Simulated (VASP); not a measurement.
Crystal: Ir.

```
Ir
1.0
     2.49000    0.00000    0.00000
     0.00000    2.49000    0.00000
     0.00000    0.00000    2.49000
Ir
1
Direct
  0.00000 0.00000 0.00000
```

| Property | Result |
| --- | --- |
| Program | VASP 6.6.1 |
| Task | relaxation of cell and atoms |
| Functional | LDA |
| Potentials or basis | VASP PAW LDA potentials, release 64 (Ir) |
| Cutoff | 500 eV |
| k mesh | 9 × 9 × 9 |
| Occupations | fermi-dirac, width 0.05 eV |
| Spin | no spin polarisation |

At the start: pressure 16.7 GPa; volume 15.44 Å³/atom.

How do energy, volume and symmetry change on relaxing?

Over 15 steps the energy falls by 40.4 meV/atom and the volume is 16.25 Å³/atom (+5.2 %); space group Pm-3m (No. 221, to 0.05 Å).

Step by step:
| step | energy change (eV) | largest force (eV/Å) | pressure (GPa) | volume (Å³) |
| --- | --- | --- | --- | --- |
| 1 | 0.0000 | 0.0000 | 16.74 | 15.44 |
| 2 | 0.3283 | 0.0000 | -32.21 | 19.33 |
| 3 | -0.0402 | 0.0000 | -1.12 | 16.32 |
| 4 | -0.0404 | 0.0000 | -0.11 | 16.26 |
| 5 | -0.0404 | 0.0000 | 0.20 | 16.24 |
| 6 | -0.0404 | 0.0000 | 0.19 | 16.24 |
| 7 | -0.0404 | 0.0000 | 0.17 | 16.24 |
| 8 | -0.0404 | 0.0000 | 0.16 | 16.24 |
| 9 | -0.0404 | 0.0000 | 0.16 | 16.24 |
| 10 | -0.0404 | 0.0000 | 0.16 | 16.24 |
| 11 | -0.0404 | 0.0000 | 0.16 | 16.24 |
| 12 | -0.0404 | 0.0000 | 0.16 | 16.24 |
| 13 | -0.0404 | 0.0000 | 0.15 | 16.24 |
| 14 | -0.0404 | 0.0000 | 0.13 | 16.25 |
| 15 | -0.0404 | 0.0000 | 0.09 | 16.25 |

Final structure:
```cif
data_structure
_symmetry_space_group_name_H-M 'P 1'
_symmetry_Int_Tables_number 1
_cell_length_a 2.5328
_cell_length_b 2.5328
_cell_length_c 2.5328
_cell_angle_alpha 90.000
_cell_angle_beta 90.000
_cell_angle_gamma 90.000
_cell_volume 16.25
loop_
_atom_site_label
_atom_site_type_symbol
_atom_site_fract_x
_atom_site_fract_y
_atom_site_fract_z
_atom_site_occupancy
Ir1 Ir 0.00000 0.00000 0.00000 1
```
